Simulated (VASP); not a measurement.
InSe:

```
In Se
1.0
     4.05000    0.00000    0.00000
    -2.02500    3.50740    0.00000
     0.00000    0.00000   16.93000
In Se
4 4
Direct
  0.33333 0.66667 0.15700
  0.66667 0.33333 0.65700
  0.33333 0.66667 0.34300
  0.66667 0.33333 0.84300
  0.33333 0.66667 0.60200
  0.66667 0.33333 0.10200
  0.33333 0.66667 0.89800
  0.66667 0.33333 0.39800
```

```yaml
Program: VASP 6.6.1
Task: relaxation of cell and atoms
Functional: PBE
Potentials_or_basis: VASP PAW PBE potentials, release 64 (In_d, Se)
Cutoff: 600 eV
k_mesh: 6 × 6 × 2
Occupations: gaussian, width 0.01 eV
Spin: no spin polarisation
```

At the start: pressure 7.7 GPa; volume 30.06 Å³/atom.

Q: Where does the relaxation end?

A: Over 12 steps the energy falls by 239.3 meV/atom and the volume is 31.66 Å³/atom (+5.3 %); space group P6_3/mmc (No. 194, to 0.1 Å) before and after.

Step by step:
| step | energy change (eV) | largest force (eV/Å) | pressure (GPa) | volume (Å³) |
| --- | --- | --- | --- | --- |
| 1 | 0.0000 | 2.8786 | 7.70 | 240.49 |
| 2 | -1.1749 | 0.4656 | -4.11 | 293.83 |
| 3 | -1.5739 | 0.7837 | -1.47 | 273.26 |
| 4 | -1.7544 | 0.4039 | -0.91 | 264.57 |
| 5 | -1.8181 | 0.1430 | -0.13 | 256.08 |
| 6 | -1.8818 | 0.1136 | 0.36 | 251.92 |
| 7 | -1.8960 | 0.1691 | 0.88 | 248.11 |
| 8 | -1.8990 | 0.2273 | -0.40 | 253.43 |
| 9 | -1.9090 | 0.0678 | 0.18 | 250.95 |
| 10 | -1.9118 | 0.0740 | 0.05 | 252.08 |
| 11 | -1.9122 | 0.0775 | -0.02 | 252.73 |
| 12 | -1.9143 | 0.0400 | 0.03 | 253.25 |

Final structure:
```cif
data_structure
_symmetry_space_group_name_H-M 'P 1'
_symmetry_Int_Tables_number 1
_cell_length_a 4.1014
_cell_length_b 4.1014
_cell_length_c 17.3842
_cell_angle_alpha 90.000
_cell_angle_beta 90.000
_cell_angle_gamma 120.000
_cell_volume 253.25
loop_
_atom_site_label
_atom_site_type_symbol
_atom_site_fract_x
_atom_site_fract_y
_atom_site_fract_z
_atom_site_occupancy
In1 In 0.33333 0.66667 0.16856 1
In2 In 0.66667 0.33333 0.66856 1
In3 In 0.33333 0.66667 0.33144 1
In4 In 0.66667 0.33333 0.83144 1
Se1 Se 0.33333 0.66667 0.59569 1
Se2 Se 0.66667 0.33333 0.09569 1
Se3 Se 0.33333 0.66667 0.90431 1
Se4 Se 0.66667 0.33333 0.40431 1
```

Caveat: this functional lacks dispersion, which binds layers or chains, so the pressure and a relaxed spacing across them are unreliable; the relaxation stopped at a loose force limit of 0.05 eV/Å, so its end isn't a converged minimum.
